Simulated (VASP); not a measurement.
# Ta5N4 in VASP: relaxation of the atoms with PBE

Aim: the relaxation of the atoms of Ta5N4 with PBE.

Program: VASP 6.6.1. These are calculated values, not measurements. Logs are shortened: lines on timing, memory, paths and dates and some standing lists are left out, and cuts for length are marked.

## 1. The cell of the first run

The cell holds a slab with vacuum, 9 atoms: a = 2.950 Å, b = 2.950 Å, c = 26.591 Å, α = 90.00°, β = 90.00°, γ = 120.00°.

## 2. Relaxation of the atoms, PBE

INCAR reads:

```
  PREC = Accurate
  ENCUT = 520
  EDIFF = 1E-7
  ISMEAR = 0
  SIGMA = 0.1
  LREAL = False
  LASPH = True
  NELM = 60
  ALGO = Fast
  ISIF = 2
  LWAVE = False
  LCHARG = False
  LDIPOL = True
  IDIPOL = 3
  DIPOL = 0.5 0.5 0.500
  GGA = PE
  IBRION = 2
  NSW = 80
  EDIFFG = -0.02
```

KPOINTS reads:

```
regular mesh
0
Gamma
  12 12 1
```

POSCAR reads:

```
Ta5N4
1.0
    2.9501846799      0.0000000000      0.0000000000
   -1.4750923400      2.5549348787      0.0000000000
    0.0000000000      0.0000000000     26.5910864072
Ta N
5 4
Direct
    0.3333333333      0.6666666667      0.2820494013
    0.3333333333      0.6666666667      0.3910247006
    0.3333333333      0.6666666667      0.5000000000
    0.3333333333      0.6666666667      0.6089752994
    0.3333333333      0.6666666667      0.7179505987
    0.0000000000      0.0000000000      0.3365370509
    0.0000000000      0.0000000000      0.4455123503
    0.0000000000      0.0000000000      0.5544876497
    0.0000000000      0.0000000000      0.6634629491
```

Potentials or basis: VASP PAW PBE potentials, release 64 (Ta_pv, N).

Run with:

```bash
$ cat potpaw_PBE.64/Ta_pv/POTCAR potpaw_PBE.64/N/POTCAR > POTCAR
$ mpirun -np 1 vasp_std > vasp.out
```

OUTCAR:

```text
PREC = Accurate
   ENCUT = 520
   EDIFF = 1E-7
   ISMEAR = 0
   LREAL = False
   LASPH = True
   NELM = 60
   ISIF = 2
   GGA = PE
   IBRION = 2
   NSW = 80
   EDIFFG = -0.02

 ion  position               nearest neighbor table
   1  0.333  0.667  0.282-   6 2.24   6 2.24   6 2.24   2 2.90
   2  0.333  0.667  0.391-   6 2.24   7 2.24   6 2.24   7 2.24   6 2.24   7 2.24   1 2.90   3 2.90

   3  0.333  0.667  0.500-   7 2.24   8 2.24   7 2.24   8 2.24   7 2.24   8 2.24   2 2.90   4 2.90

   4  0.333  0.667  0.609-   8 2.24   9 2.24   8 2.24   9 2.24   8 2.24   9 2.24   5 2.90   3 2.90

   5  0.333  0.667  0.718-   9 2.24   9 2.24   9 2.24   4 2.90
   6  0.000  0.000  0.337-   1 2.24   1 2.24   1 2.24   2 2.24   2 2.24   2 2.24
   7  0.000  0.000  0.446-   2 2.24   3 2.24   2 2.24   3 2.24   2 2.24   3 2.24
   8  0.000  0.000  0.554-   3 2.24   4 2.24   3 2.24   4 2.24   3 2.24   4 2.24
   9  0.000  0.000  0.663-   5 2.24   5 2.24   5 2.24   4 2.24   4 2.24   4 2.24

  LATTYP: Found a hexagonal cell.
 ALAT       =     2.9501846799
 C/A-ratio  =     9.0133633289

  Lattice vectors:

 A1 = (   2.9501846799,   0.0000000000,   0.0000000000)
 A2 = (  -1.4750923400,   2.5549348787,   0.0000000000)
 A3 = (   0.0000000000,   0.0000000000,  26.5910864072)

Analysis of symmetry for initial positions (statically):
=====================================================================
 Subroutine PRICEL returns:
 Original cell was already a primitive cell.

 Routine SETGRP: Setting up the symmetry group for a
 hexagonal supercell.

 Subroutine GETGRP returns: Found 12 space group operations
 (whereof 12 operations were pure point group operations)
 out of a pool of 24 trial point group operations.

The static configuration has the point symmetry D_3h.

Analysis of symmetry for dynamics (positions and initial velocities):
=====================================================================
 Subroutine PRICEL returns:
 Original cell was already a primitive cell.

 Routine SETGRP: Setting up the symmetry group for a
 hexagonal supercell.

 Subroutine GETGRP returns: Found 12 space group operations
 (whereof 12 operations were pure point group operations)
 out of a pool of 24 trial point group operations.

The dynamic configuration has the point symmetry D_3h.

 Subroutine INISYM returns: Found 12 space group operations
 (whereof 12 operations are pure point group operations),
 and found     1 'primitive' translations

----------------------------------------------------------------------------------------

                                     Primitive cell

  volume of cell :     200.4311

  direct lattice vectors                    reciprocal lattice vectors
     2.950184680  0.000000000  0.000000000     0.338961831  0.195699704  0.000000000
    -1.475092340  2.554934879  0.000000000     0.000000000  0.391399408  0.000000000
     0.000000000  0.000000000 26.591086407     0.000000000  0.000000000  0.037606587

  length of vectors
     2.950184680  2.950184680 26.591086407     0.391399408  0.391399408  0.037606587

  position of ions in fractional coordinates (direct lattice)
     0.333333333  0.666666667  0.282049401
     0.333333333  0.666666667  0.391024701
     0.333333333  0.666666667  0.500000000
     0.333333333  0.666666667  0.608975299
     0.333333333  0.666666667  0.717950599
     0.000000000  0.000000000  0.336537051
     0.000000000  0.000000000  0.445512350
     0.000000000  0.000000000  0.554487650
     0.000000000  0.000000000  0.663462949

  ion indices of the primitive-cell ions
   primitive index   ion index
                 1           1
                 2           2
                 3           3
                 4           4
                 5           5
                 6           6
                 7           7
                 8           8
                 9           9

----------------------------------------------------------------------------------------

 KPOINTS: regular mesh

Automatic generation of k-mesh.
 Grid dimensions read from file:
 generate k-points for:   12   12    1

 Generating k-lattice:

  Cartesian coordinates                     Fractional coordinates (reciprocal lattice)
     0.028246819  0.016308309  0.000000000     0.083333333  0.000000000  0.000000000
     0.000000000  0.032616617  0.000000000     0.000000000  0.083333333  0.000000000
     0.000000000  0.000000000  0.037606587     0.000000000  0.000000000  1.000000000

  Length of vectors
     0.032616617  0.032616617  0.037606587

  Shift w.r.t. Gamma in fractional coordinates (k-lattice)
     0.000000000  0.000000000  0.000000000

 Subroutine IBZKPT returns following result:
 ===========================================

 Found     19 irreducible k-points:

 Following reciprocal coordinates:
            Coordinates               Weight
  0.000000  0.000000  0.000000      1.000000
  0.083333  0.000000  0.000000      6.000000
  0.166667  0.000000  0.000000      6.000000
  0.250000 -0.000000  0.000000      6.000000
  0.333333 -0.000000  0.000000      6.000000
  0.416667 -0.000000  0.000000      6.000000
[... 11 lines left out ...]
  0.333333  0.250000  0.000000     12.000000
  0.333333  0.333333  0.000000      2.000000
   k-points           NKPTS =     19   k-points in BZ     NKDIM =     19   number of bands    NBANDS=     45
   number of dos      NEDOS =    301   number of ions     NIONS =      9
   total plane-waves  NPLWV = 115200
   dimension x,y,z NGX =    24 NGY =   24 NGZ =  200
   dimension x,y,z NGXF=    48 NGYF=   48 NGZF=  400
   ions per type =               5   4
   NGX,Y,Z   is equivalent  to a cutoff of  13.52, 13.52, 12.50 a.u.
   NGXF,Y,Z  is equivalent  to a cutoff of  27.05, 27.05, 25.01 a.u.
 SYSTEM =  unknown system
   PREC   = accura    normal or accurate (medium, high low for compatibility)
   ISTART =      0    job   : 0-new  1-cont  2-samecut
   ICHARG =      2    charge: 1-file 2-atom 10-const
   ISPIN  =      1    spin polarized calculation?
   LNONCOLLINEAR =      F non collinear calculations
   LSORBIT =      F    spin-orbit coupling
   LASPH  =      T    aspherical Exc in radial PAW
   ENCUT  =  520.0 eV  38.22 Ry    6.18 a.u.   5.49  5.49 49.44*2*pi/ulx,y,z
   NELM   =     60;   NELMIN=  2; NELMDL= -5     # of ELM steps
   EDIFF  = 0.1E-06   stopping-criterion for ELM
   LREAL  =      F    real-space projection
   EDIFFG = -.2E-01   stopping-criterion for IOM
   NSW    =     80    number of steps for IOM
   IBRION =      2    ionic relax: 0-MD 1-quasi-New 2-CG
   NFREE  =      1    steps in history (QN), initial steepest desc. (CG)
   ISIF   =      2    stress and relaxation
   ISYM   =      2    0-nonsym 1-usesym 2-fastsym
   POTIM  = 0.5000    time-step for ionic-motion
   TEBEG  =    0.0;   TEEND  =   0.0 temperature during run
   PSTRESS=    0.0 pullay stress
   NELECT =      75.0000    total number of electrons
   NUPDOWN=      -1.0000    fix difference up-down
   EMIN   =  10.00;   EMAX   =-10.00  energy-range for DOS
   EFERMI =   0.00;   METHOD = LEGACY
   ISMEAR =     0;   SIGMA  =   0.10  broadening in eV -4-tet -1-fermi 0-gaus
   EFERMI_NEDOS =   21; number of points for ismear=-14 and -15
   IALGO  =     68    algorithm
   IMIX   =      4    mixing-type and parameters
     AMIX     =   0.40;   BMIX     =  1.00
     AMIX_MAG =   1.60;   BMIX_MAG =  1.00
  volume/ion in A,a.u.               =      22.27       150.29
  Fermi-wavevector in a.u.,A,eV,Ry     =   1.179705  2.229320 18.935292  1.391705
  Thomas-Fermi vector in A             =   2.316011
   LORBIT       =      0    0 simple, 1 ext, 2 COOP (PROOUT), +10 PAW based schemes
   GGA     = PE    functional components
   LHFCALC =     F    Hartree Fock is set to
   AEXX    =    0.0000 exact exchange contribution
   IVDW    =     0    specifies the selected vdW correction
   LEPSILON=     F    determine dielectric tensor
   LRPA    =     F    only Hartree local field effects (RPA)
 conjugate gradient relaxation of ions
 non-spin polarized calculation
 RMM-DIIS sequential band-by-band and
 Gauss-broadening in eV      SIGMA  =   0.10
  energy-cutoff  :      520.00
  volume of cell :      200.43
 maximum number of plane-waves:      5523
 NGX is ok and might be reduce to    24
   NGX = 11   NGY = 11   NGZ = 99

--------------------------------------- Ionic step        1  -------------------------------------------

 number of electron      75.0000011 magnetization

 Free energy of the ion-electron system (eV)
  ---------------------------------------------------
  ext. energy  EPLUGINS =         0.00000000
  ---------------------------------------------------
  free energy    TOTEN  =       -98.64767731 eV

  energy without entropy =      -98.62983401  energy(sigma->0) =      -98.63875566

------------------------ aborting loop because EDIFF is reached ----------------------------------------

  FORCE on cell =-STRESS in cart. coord.  units (eV):
  Direction    XX          YY          ZZ          XY          YZ          ZX
  --------------------------------------------------------------------------------------
  -------------------------------------------------------------------------------------
  Total       -3.5025309     -3.5025309      0.1702736      0.0000000      0.0000000      0.0000000
  in kB      -27.9980275    -27.9980275      1.3611085      0.0000000      0.0000000      0.0000000
  external PRESSURE =     -18.2116488 kB  Pullay stress =       0.0000000 kB
[... 239 lines left out ...]
  FREE ENERGIE OF THE ION-ELECTRON SYSTEM (eV)
  ---------------------------------------------------
  free  energy   TOTEN  =       -98.6593670236 eV

  energy  without entropy=      -98.6420304329  energy(sigma->0) =      -98.65069873

 dipolmoment           0.000000      0.000000      0.000000 electrons x Angstroem

--------------------------------------- Ionic step        7  -------------------------------------------

 number of electron      75.0000008 magnetization

 dipolmoment           0.000000      0.000000     -0.000000 electrons x Angstroem

 Free energy of the ion-electron system (eV)
  ---------------------------------------------------
  ext. energy  EPLUGINS =         0.00000000
  ---------------------------------------------------
  free energy    TOTEN  =       -98.65942325 eV

  energy without entropy =      -98.64210601  energy(sigma->0) =      -98.65076463

 E-fermi :   1.6666     XC(G=0):  -7.7214

 val. band max:        1.6208804545   @ k =   0.3333   0.1667   0.0000
 cond. band min:       1.7516209510   @ k =   0.0833   0.0000   0.0000
 fundamental gap:      0.1307404965
 Fermi energy:         1.6666406952

 k-point     1 :       0.0000    0.0000    0.0000
  band No.  band energies     occupation
      1     -33.8637      2.00000
      2     -33.6340      2.00000
      3     -33.3539      2.00000
      4     -33.0742      2.00000
      5     -33.0241      2.00000
      6     -32.8340      2.00000
[... 901 lines left out ...]
     44       4.6871      0.00000
     45       5.1508      0.00000

------------------------ aborting loop because EDIFF is reached ----------------------------------------

 vacuum level on the upper side and lower side of the slab       (xc-potential included)        -0.013        -0.013

  FORCE on cell =-STRESS in cart. coord.  units (eV):
  Direction    XX          YY          ZZ          XY          YZ          ZX
  --------------------------------------------------------------------------------------
  -------------------------------------------------------------------------------------
  Total       -3.4824627     -3.4824627     -0.3404869      0.0000000      0.0000000      0.0000000
  in kB      -27.8376095    -27.8376095     -2.7217354      0.0000000      0.0000000      0.0000000
  external PRESSURE =     -19.4656514 kB  Pullay stress =       0.0000000 kB
[... 24 lines left out ...]
  FREE ENERGIE OF THE ION-ELECTRON SYSTEM (eV)
  ---------------------------------------------------
  free  energy   TOTEN  =       -98.6594232517 eV

  energy  without entropy=      -98.6421060079  energy(sigma->0) =      -98.65076463

 reached required accuracy - stopping structural energy minimisation

 vacuum level on the upper side and lower side of the slab         6.758         6.758
```

Run time: 41 min. Hardware: 1 thread of Oxide Virtual Turin-like, shared host; peak memory 0.39 GiB.

What came out:

- Free energy: -98.6594 eV
- Energy gained by relaxing: 1.3 meV/atom
- Ionic steps: 7
- Largest force after relaxing: 0.015 eV/Å
- Band gap on the k mesh: zero (an odd number of electrons rules out a gap without spin polarisation)

Forces on the atoms (eV/Å):
```
Ta   0.000  0.000  0.015
Ta   0.000  0.000  0.004
Ta   0.000  0.000  0.000
Ta   0.000  0.000 -0.004
Ta   0.000  0.000 -0.015
N    0.000  0.000  0.006
N    0.000  0.000  0.002
N    0.000  0.000 -0.002
N    0.000  0.000 -0.006
```

The path:
```csv
step,energy change (eV),largest force (eV/Å),pressure (GPa)
1,0.0000,0.4074,-1.82
2,-0.0087,0.3036,-1.94
3,-0.0108,0.0940,-1.91
4,-0.0116,0.0540,-1.99
5,-0.0117,0.0242,-1.97
6,-0.0117,0.0270,-1.97
7,-0.0117,0.0150,-1.95
```

Final structure:
```yaml
crystal:
  lattice:
    - [2.95018, 0.00000, 0.00000]
    - [-1.47509, 2.55493, 0.00000]
    - [0.00000, 0.00000, 26.59109]
  atoms:
    - { symbol: Ta, position: [0.33333, 0.66667, 0.28180] }
    - { symbol: Ta, position: [0.33333, 0.66667, 0.39065] }
    - { symbol: Ta, position: [0.33333, 0.66667, 0.50000] }
    - { symbol: Ta, position: [0.33333, 0.66667, 0.60935] }
    - { symbol: Ta, position: [0.33333, 0.66667, 0.71820] }
    - { symbol: N, position: [0.00000, 0.00000, 0.33720] }
    - { symbol: N, position: [0.00000, 0.00000, 0.44540] }
    - { symbol: N, position: [0.00000, 0.00000, 0.55460] }
    - { symbol: N, position: [0.00000, 0.00000, 0.66280] }
```

Caveat: spin-orbit coupling is left out, which moves the levels of the heavy elements; an odd number of electrons without spin polarisation forces a metal; a magnetic or distorted state may lie lower.

The gap in the log of VASP goes by the Fermi energy; the results here count the filled bands.